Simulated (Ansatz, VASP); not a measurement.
## CdS: VASP beside Ansatz

File POSCAR:

```
CdS
1.0
    0.0000000000      2.9392148400      2.9392148400
    2.9392148400      0.0000000000      2.9392148400
    2.9392148400      2.9392148400      0.0000000000
Cd S
1 1
Direct
    0.0000000000      0.0000000000      0.0000000000
    0.2500000000      0.2500000000      0.2500000000
```

File INCAR.step1:

```
ALGO = Normal
EDIFF = 1E-5
ENCUT = 400
GGA = PE
GGA_COMPAT = F
ISIF = 2
ISMEAR = 0
LASPH = T
LCHARG = F
LREAL = F
LWAVE = T
NBANDS = 16
NELM = 120
PREC = Accurate
SIGMA = 0.01
```

File INCAR.step2:

```
AEXX = 0.1
ALGO = Normal
EDIFF = 1E-6
ENCUT = 400
GGA = PE
GGA_COMPAT = F
HFSCREEN = 0.3
ISIF = 2
ISMEAR = 0
ISTART = 1
LASPH = T
LCHARG = F
LHFCALC = T
LREAL = F
LWAVE = F
NBANDS = 16
NELM = 120
PREC = Accurate
PRECFOCK = Normal
SIGMA = 0.01
```

File KPOINTS:

```
k-points
0
Gamma
  4 4 4
```

Input for Ansatz:

```yaml
crystal:
  lattice:
    - [0.0, 2.93921484, 2.93921484]
    - [2.93921484, 0.0, 2.93921484]
    - [2.93921484, 2.93921484, 0.0]
  atoms:
    - { symbol: Cd, position: [0.0, 0.0, 0.0] }
    - { symbol: S, position: [0.25, 0.25, 0.25] }
kpoints:
  mp_grid: { grid: [4, 4, 4] }
hamiltonian:
  xc: { exchange: pbe, correlation: pbe, exx: { coeff: 0.1, omega: 0.3 } }
scf:
  occupations: { method: fixed }
  n_extra_bands: 4
output:
  forces: true
  stress: true
  eigenvalues: true
```

Alike in both runs: task single point; functional PBE-based screened hybrid; k mesh 4 × 4 × 4; no spin polarisation.

|  | VASP | Ansatz |
| --- | --- | --- |
| version | VASP 6.6.1 | Ansatz 0.2.0 |
| potentials or method | VASP PAW PBE potentials, release 64 (Cd, S) | plane waves |
| plane-wave cutoff (eV) | 400 | 420 |
| occupations | gaussian, width 0.01 eV | fixed |
| valence electrons in the cell | 18 | 26 |

Ansatz gave:

| Property | Result |
| --- | --- |
| gap on the k mesh at the Fermi level (eV) | 1.41 |
| pressure (GPa) | 1.1 |

Question: Estimate VASP's values.

Answer: gap on the k mesh at the Fermi level (eV): 1.41; pressure (GPa): 1.0.

VASP's potentials were made for PBE, not for PBE-based screened hybrid. VASP's potentials hold 18 valence electrons a cell and Ansatz's 26, so a difference there can come from the potentials and not from the codes. Ansatz's warnings: stress exchange threshold loose, stress scf threshold loose.

The k mesh is coarse, so the values compare programs but aren't converged.
